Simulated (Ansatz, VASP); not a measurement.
ZnS: VASP beside Ansatz

```
CELL_PARAMETERS angstrom
0.00000 2.70465 2.70465
2.70465 0.00000 2.70465
2.70465 2.70465 0.00000
ATOMIC_POSITIONS crystal
Zn 0.00000 0.00000 0.00000
S 0.72712 0.75000 0.75000
```

Change from the starting cell: all S atoms moved +0.087 Å, as atom 2 towards its neighbour atom 2 (S) at 3.825 Å.

Alike in both runs: task single point; functional r2SCAN; k mesh 8 × 8 × 8; occupations gaussian, width 0.05 eV; no spin polarisation.

|  | VASP | Ansatz |
| --- | --- | --- |
| version | VASP 6.6.1 | Ansatz 0.2.0 |
| potentials or method | VASP PAW PBE potentials, release 64 (Zn, S), cutoff 520 eV | scalar-relativistic, plane waves, PAW |
| valence electrons in the cell | 18 | 18 |

|  | VASP | Ansatz | Ansatz less VASP |
| --- | --- | --- | --- |
| gap on the k mesh at the Fermi level (eV) | 2.60 | 2.59 | -0.009 |
| least direct gap on the mesh (eV) | 2.60 | 2.59 | -0.009 |
| pressure (GPa) | -0.5 | -0.6 | -0.06 |
| traceless stress, the component that is largest in VASP (GPa) | -1.36 | -1.35 | +0.016 |
| rms of the force components (eV/Å) | 0.298 | 0.295 | -0.0028 |

VASP's potentials were made for PBE, not for r2SCAN. Atom by atom the forces differ by 0.003 eV/Å (rms over components).
